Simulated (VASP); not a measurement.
# Hf2H (Fm-3m) in VASP: a series of runs

The runs below take Hf2H through single point, relaxation of cell and atoms, with PBE.

Program: VASP 6.6.1. These are calculated values, not measurements. Logs are shortened: lines on timing, memory, paths and dates and some standing lists are left out, and cuts for length are marked.

### Step 1. The cell of the first run

It takes space group Fm-3m (No. 225, cubic). The conventional cell has a = 5.840 Å, b = 5.840 Å, c = 5.840 Å, α = 90.00°, β = 90.00°, γ = 90.00°. Within 3.3 Å of Hf (site symmetry -43m) lie 4 H at 2.53 Å and 6 Hf at 2.92 Å. Within 3.3 Å of H (site symmetry m-3m) lie 8 Hf at 2.53 Å.

### Step 2. Single point, PBE

INCAR

```
PREC = Accurate
ENCUT = 520
EDIFF = 1E-6
ISMEAR = 0
SIGMA = 0.1
LREAL = F
LASPH = T
NELM = 100
ALGO = Normal
ISIF = 2
LWAVE = F
LCHARG = F
GGA = PE
NBANDS = 18
```

KPOINTS

```
regular mesh
0
Gamma
  6 6 6
```

POSCAR

```
Hf2H
1.0
    0.0000000000      2.9201832343      2.9201832343
    2.9201832343      0.0000000000      2.9201832343
    2.9201832343      2.9201832343      0.0000000000
Hf H
2 1
Direct
    0.2500000000      0.2500000000      0.2500000000
    0.7500000000      0.7500000000      0.7500000000
    0.0000000000      0.0000000000      0.0000000000
```

Potentials or basis: VASP PAW PBE potentials, release 64 (Hf_pv, H).

Command:

```console
$ cat potpaw_PBE.64/Hf_pv/POTCAR potpaw_PBE.64/H/POTCAR > POTCAR
$ mpirun -np 1 vasp_std > vasp.out
```

OUTCAR:

```text
PREC = Accurate
   ENCUT = 520
   EDIFF = 1E-6
   ISMEAR = 0
   LREAL = F
   LASPH = T
   NELM = 100
   ISIF = 2
   GGA = PE

 ion  position               nearest neighbor table
   1  0.250  0.250  0.250-   2 2.92   2 2.92   2 2.92   2 2.92   2 2.92   2 2.92
   2  0.750  0.750  0.750-   1 2.92   1 2.92   1 2.92   1 2.92   1 2.92   1 2.92
   3  0.000  0.000  0.000-

  LATTYP: Found a face centered cubic cell.
 ALAT       =     5.8403664686

  Lattice vectors:

 A1 = (   0.0000000000,   2.9201832343,   2.9201832343)
 A2 = (   2.9201832343,   0.0000000000,   2.9201832343)
 A3 = (   2.9201832343,   2.9201832343,   0.0000000000)

Analysis of symmetry for initial positions (statically):
=====================================================================
 Subroutine PRICEL returns:
 Original cell was already a primitive cell.

 Routine SETGRP: Setting up the symmetry group for a
 face centered cubic supercell.

 Subroutine GETGRP returns: Found 48 space group operations
 (whereof 48 operations were pure point group operations)
 out of a pool of 48 trial point group operations.

The static configuration has the point symmetry O_h .

Analysis of symmetry for dynamics (positions and initial velocities):
=====================================================================
 Subroutine PRICEL returns:
 Original cell was already a primitive cell.

 Routine SETGRP: Setting up the symmetry group for a
 face centered cubic supercell.

 Subroutine GETGRP returns: Found 48 space group operations
 (whereof 48 operations were pure point group operations)
 out of a pool of 48 trial point group operations.

The dynamic configuration has the point symmetry O_h .

 Subroutine INISYM returns: Found 48 space group operations
 (whereof 48 operations are pure point group operations),
 and found     1 'primitive' translations

----------------------------------------------------------------------------------------

                                     Primitive cell

  volume of cell :      49.8036

  direct lattice vectors                    reciprocal lattice vectors
     0.000000000  2.920183234  2.920183234    -0.171222132  0.171222132  0.171222132
[... 73 lines left out ...]
   ISPIN  =      1    spin polarized calculation?
   LNONCOLLINEAR =      F non collinear calculations
   LSORBIT =      F    spin-orbit coupling
   LASPH  =      T    aspherical Exc in radial PAW
   ENCUT  =  520.0 eV  38.22 Ry    6.18 a.u.   7.68  7.68  7.68*2*pi/ulx,y,z
   NELM   =    100;   NELMIN=  2; NELMDL= -5     # of ELM steps
   EDIFF  = 0.1E-05   stopping-criterion for ELM
   LREAL  =      F    real-space projection
   EDIFFG = 0.1E-04   stopping-criterion for IOM
   NSW    =      0    number of steps for IOM
   IBRION =     -1    ionic relax: 0-MD 1-quasi-New 2-CG
   NFREE  =      0    steps in history (QN), initial steepest desc. (CG)
   ISIF   =      2    stress and relaxation
   ISYM   =      2    0-nonsym 1-usesym 2-fastsym
   POTIM  = 0.5000    time-step for ionic-motion
   TEBEG  =    0.0;   TEEND  =   0.0 temperature during run
   PSTRESS=    0.0 pullay stress
   NELECT =      21.0000    total number of electrons
   NUPDOWN=      -1.0000    fix difference up-down
   EMIN   =  10.00;   EMAX   =-10.00  energy-range for DOS
   EFERMI =   0.00;   METHOD = LEGACY
   ISMEAR =     0;   SIGMA  =   0.10  broadening in eV -4-tet -1-fermi 0-gaus
   EFERMI_NEDOS =   21; number of points for ismear=-14 and -15
   IALGO  =     38    algorithm
   IMIX   =      4    mixing-type and parameters
     AMIX     =   0.40;   BMIX     =  1.00
     AMIX_MAG =   1.60;   BMIX_MAG =  1.00
  volume/ion in A,a.u.               =      16.60       112.03
  Fermi-wavevector in a.u.,A,eV,Ry     =   1.227612  2.319850 20.504408  1.507031
  Thomas-Fermi vector in A             =   2.362569
   LORBIT       =      0    0 simple, 1 ext, 2 COOP (PROOUT), +10 PAW based schemes
   GGA     = PE    functional components
   LHFCALC =     F    Hartree Fock is set to
   AEXX    =    0.0000 exact exchange contribution
   IVDW    =     0    specifies the selected vdW correction
   LEPSILON=     F    determine dielectric tensor
   LRPA    =     F    only Hartree local field effects (RPA)
 non-spin polarized calculation
 Gauss-broadening in eV      SIGMA  =   0.10
  energy-cutoff  :      520.00
  volume of cell :       49.80
 maximum number of plane-waves:      1363
   NGX = 15   NGY = 15   NGZ = 15

 number of electron      21.0000002 magnetization

 Free energy of the ion-electron system (eV)
  ---------------------------------------------------
  ext. energy  EPLUGINS =         0.00000000
  ---------------------------------------------------
  free energy    TOTEN  =       -21.43193486 eV

  energy without entropy =      -21.41696262  energy(sigma->0) =      -21.42444874

 E-fermi :   4.1650     XC(G=0): -11.0053

 val. band max:        4.1194251009   @ k =  -0.3333   0.1667   0.0000
 cond. band min:       4.2545239374   @ k =   0.5000   0.3333   0.1667
 fundamental gap:      0.1350988365
 Fermi energy:         4.1649556748

 k-point     1 :       0.0000    0.0000    0.0000
  band No.  band energies     occupation
      1     -26.4548      2.00000
      2     -26.4548      2.00000
      3     -26.4548      2.00000
      4     -25.7827      2.00000
      5     -25.7827      2.00000
      6     -25.7827      2.00000
[... 313 lines left out ...]
      5     -25.6807      2.00000
      6     -25.6417      2.00000
[... 10 lines left out ...]
     17       8.4653      0.00000
     18       9.9506      0.00000

------------------------ aborting loop because EDIFF is reached ----------------------------------------

  FORCE on cell =-STRESS in cart. coord.  units (eV):
  Direction    XX          YY          ZZ          XY          YZ          ZX
  --------------------------------------------------------------------------------------
  -------------------------------------------------------------------------------------
  Total       -0.1717625     -0.1717625     -0.1717625      0.0000000     -0.0000000      0.0000000
  in kB       -5.5255892     -5.5255892     -5.5255892      0.0000000     -0.0000000      0.0000000
  external PRESSURE =      -5.5255892 kB  Pullay stress =       0.0000000 kB

 VOLUME and BASIS-vectors are now :
 -----------------------------------------------------------------------------
  energy-cutoff  :      520.00
  volume of cell :       49.80
      direct lattice vectors                 reciprocal lattice vectors
     0.000000000  2.920183234  2.920183234    -0.171222132  0.171222132  0.171222132
     2.920183234  0.000000000  2.920183234     0.171222132 -0.171222132  0.171222132
     2.920183234  2.920183234  0.000000000     0.171222132  0.171222132 -0.171222132

 POSITION                                       TOTAL-FORCE (eV/Angst)
 -----------------------------------------------------------------------------------
      1.46009      1.46009      1.46009         0.000000      0.000000     -0.000000
      4.38027      4.38027      4.38027        -0.000000     -0.000000      0.000000
      0.00000      0.00000      0.00000        -0.000000     -0.000000     -0.000000
 -----------------------------------------------------------------------------------
    total drift:                               -0.000000     -0.000000      0.000000

  FREE ENERGIE OF THE ION-ELECTRON SYSTEM (eV)
  ---------------------------------------------------
  free  energy   TOTEN  =       -21.4319348580 eV

  energy  without entropy=      -21.4169626169  energy(sigma->0) =      -21.42444874
```

OSZICAR:

```text
N       E                     dE             d eps       ncg     rms          rms(c)
DAV:   1     0.538909821615E+02    0.53891E+02   -0.10959E+04   584   0.104E+03
DAV:   2    -0.198516922783E+02   -0.73743E+02   -0.72070E+02   710   0.246E+02
DAV:   3    -0.221259033720E+02   -0.22742E+01   -0.22488E+01   768   0.281E+01
DAV:   4    -0.221477139710E+02   -0.21811E-01   -0.21761E-01   686   0.324E+00
DAV:   5    -0.221479182632E+02   -0.20429E-03   -0.20428E-03   754   0.297E-01    0.459E+01
DAV:   6    -0.215364849579E+02    0.61143E+00   -0.83999E-01   664   0.477E+00    0.281E+01
DAV:   7    -0.214556767017E+02    0.80808E-01   -0.90261E-01   694   0.489E+00    0.255E+00
DAV:   8    -0.214315786904E+02    0.24098E-01   -0.10829E-01   652   0.172E+00    0.291E-01
DAV:   9    -0.214319427931E+02   -0.36410E-03   -0.41424E-03   712   0.372E-01    0.163E-01
DAV:  10    -0.214319393656E+02    0.34275E-05   -0.27653E-04   660   0.858E-02    0.153E-01
DAV:  11    -0.214319357815E+02    0.35841E-05   -0.83190E-05   668   0.447E-02    0.279E-02
DAV:  12    -0.214319348580E+02    0.92350E-06   -0.30479E-06   660   0.990E-03
   1 F= -.21431935E+02 E0= -.21424449E+02  d E =-.149722E-01
```

stdout:

```text
POSCAR found type information on POSCAR HfH
 POSCAR found :  2 types and       3 ions
 scaLAPACK will be used
 LDA part: xc-table for (Slater+PW92), standard interpolation
 POSCAR, INCAR and KPOINTS ok, starting setup
 FFT: planning ... GRIDC
 FFT: planning ... GRID_SOFT
 FFT: planning ... GRID
 WAVECAR not read
 entering main loop
```

It took 7.7 s on 1 thread of Intel Xeon Platinum 8488C (Sapphire Rapids), shared host; peak memory 0.17 GiB.

Results:

| Item | Value |
| --- | --- |
| Free energy | -21.4319 eV |
| Pressure | -0.6 GPa |

Caveat: spin-orbit coupling is left out, which moves the levels of the heavy elements.

### Step 3. Single point, PBE

This run uses another cell than the first one, of 20.80 Å³/atom, 1.253 times its volume.

INCAR

```
PREC = Accurate
ENCUT = 520
EDIFF = 1E-7
ISMEAR = 0
SIGMA = 0.1
LREAL = False
LASPH = True
NELM = 80
ALGO = Normal
ISIF = 2
LWAVE = False
LCHARG = True
GGA = PE
LELF = True
LVHAR = True
NBANDS = 18
```

KPOINTS is that of step 2.

POSCAR

```
Hf2H
1.0
    0.0000000000      3.1479995100      3.1479995100
    3.1479995100      0.0000000000      3.1479995100
    3.1479995100      3.1479995100      0.0000000000
Hf H
2 1
Direct
    0.2500000000      0.2500000000      0.2500000000
    0.7500000000      0.7500000000      0.7500000000
    0.0000000000      0.0000000000      0.0000000000
```

Potentials or basis: VASP PAW PBE potentials, release 64 (Hf_pv, H).

Command:

```console
$ cat potpaw_PBE.64/Hf_pv/POTCAR potpaw_PBE.64/H/POTCAR > POTCAR
$ mpirun -np 1 vasp_std > vasp.out
```

It took 14 s on 1 thread of Intel Xeon Platinum 8488C (Sapphire Rapids), shared host; peak memory 0.2 GiB.

The run converged. Its results:

* Free energy: -20.7704 eV
* Pressure: -13.9 GPa

Levels at points of the mesh, in eV from the Fermi level:
```csv
k point,band 7,band 8,band 9,band 10,band 11,band 12,band 13,band 14
"(0.00, 0.00, 0.00)",-7.19,-1.05,-1.05,-1.00,-1.00,-1.00,0.77,4.91
"(0.50, 0.00, 0.00)",-5.23,-2.67,0.42,0.42,0.65,0.65,1.45,2.05
"(0.50, 0.50, 0.00)",-4.76,-3.23,-1.26,-0.81,-0.36,2.29,2.29,2.92
```

Caveat: spin-orbit coupling is left out, which moves the levels of the heavy elements.

### Step 4. Relaxation of cell and atoms, PBE

This run uses another cell than the first one, of 20.80 Å³/atom, 1.253 times its volume.

INCAR

```
PREC     = Accurate       # precision mode
ENCUT    = 600            # plane-wave cutoff, eV
EDIFF    = 1E-6           # SCF threshold, eV
ISMEAR   = 0              # smearing method
SIGMA    = 0.1            # smearing width, eV
LREAL    = False          # projectors in reciprocal space
LASPH    = True           # aspherical terms in the spheres
NELM     = 80             # most SCF steps
ALGO     = Normal         # electronic algorithm
ISIF     = 3              # what is computed and relaxed
LWAVE    = False          # write WAVECAR
LCHARG   = False          # write CHGCAR
GGA      = PE             # functional
IBRION   = 2              # ionic algorithm
NSW      = 90             # ionic steps
EDIFFG   = -0.04          # ionic threshold
```

KPOINTS is that of step 3.

POSCAR is that of step 3.

Command:

```console
$ cat potpaw_PBE.64/Hf_pv/POTCAR potpaw_PBE.64/H/POTCAR > POTCAR
$ mpirun -np 1 vasp_std > vasp.out
```

It took 26 s on 1 thread of Intel Xeon Platinum 8488C (Sapphire Rapids), shared host; peak memory 0.21 GiB.

The run converged. Its results:

```yaml
Free_energy: -21.4343 eV
Relaxed_volume: 16.48 Å³/atom
Relaxed_cell: a = 4.120 Å, b = 4.120 Å, c = 4.120 Å, α = 60.00°, β = 60.00°, γ = 60.00°
Space_group_after_relaxing_to_0.05_Å: Fm-3m (No. 225)
Energy_gained_by_relaxing: 221.2 meV/atom
Ionic_steps: 3
Pressure_after_relaxing: 0.1 GPa
```

Step by step:
| step | energy change (eV) | largest force (eV/Å) | pressure (GPa) | volume (Å³) |
| --- | --- | --- | --- | --- |
| 1 | 0.0000 | 0.0000 | -13.87 | 62.39 |
| 2 | -0.6395 | 0.0000 | 3.97 | 47.51 |
| 3 | -0.6637 | 0.0000 | 0.14 | 49.45 |

Final structure:
```xyz
3
Lattice="0.0000 2.9132 2.9132 2.9132 0.0000 2.9132 2.9132 2.9132 0.0000" Properties=species:S:1:pos:R:3 pbc="T T T"
Hf    1.4566    1.4566    1.4566
Hf    4.3698    4.3698    4.3698
H     0.0000    0.0000    0.0000
```

Levels at points of the mesh, in eV from the Fermi level:
| k point | band 7 | band 8 | band 9 | band 10 | band 11 | band 12 | band 13 | band 14 |
| --- | --- | --- | --- | --- | --- | --- | --- | --- |
| (0.00, 0.00, 0.00) | -8.17 | -1.58 | -1.58 | -1.58 | -1.46 | -1.46 | 1.05 | 6.45 |
| (0.50, 0.00, 0.00) | -5.97 | -2.76 | 0.54 | 0.54 | 0.87 | 0.87 | 2.41 | 2.72 |
| (0.50, 0.50, 0.00) | -5.69 | -3.42 | -1.52 | -0.68 | -0.52 | 2.81 | 2.81 | 3.73 |

Caveat: the volume moved by over 15 % at a fixed basis, so the end points are rough; spin-orbit coupling is left out, which moves the levels of the heavy elements.

(Continued in part 2 of 2.)
